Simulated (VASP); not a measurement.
Sr8Ti8HO23 (a cell with a defect), 40 atoms in the cell. The cell holds a defect, 40 atoms: a = 7.783 Å, b = 7.783 Å, c = 7.783 Å, α = 90.00°, β = 90.00°, γ = 90.00°. 

| Item | Value |
| --- | --- |
| Program | VASP 6.6.1 |
| Task | single point |
| Functional | PBEsol |
| Potentials or basis | VASP PAW PBE potentials, release 64 (Sr_sv, Ti_sv, O, H) |
| Cutoff | 520 eV |
| k mesh | 1 × 1 × 1, shifted |
| Occupations | fermi-dirac, width 0.05 eV |
| Spin | collinear spin |
| Dipole correction | no |
| Charge | -1 |
| Further INCAR settings | LREAL = Auto; ALGO = Normal; EDIFF = 1e-06; NBANDS = 188; ISYM = -1; NELECT = 316.0 |

Potentials or basis: VASP PAW PBE potentials, release 64 (Sr_sv, Ti_sv, O, H).

Command:

```console
$ cat potpaw_PBE.64/Sr_sv/POTCAR potpaw_PBE.64/Ti_sv/POTCAR potpaw_PBE.64/O/POTCAR potpaw_PBE.64/H/POTCAR > POTCAR
$ mpirun -np 1 vasp_std > vasp.out
```

Hardware: 1 thread of Intel(R) Xeon(R) 6975P-C (Granite Rapids), on a shared host.

Q: Estimate the wall time of this run.

A: Wall time 8.1 min on 1 thread of Intel(R) Xeon(R) 6975P-C (Granite Rapids), with other jobs on the host, peak memory 0.74 GiB. Counts: scf iterations 23, k points 1.
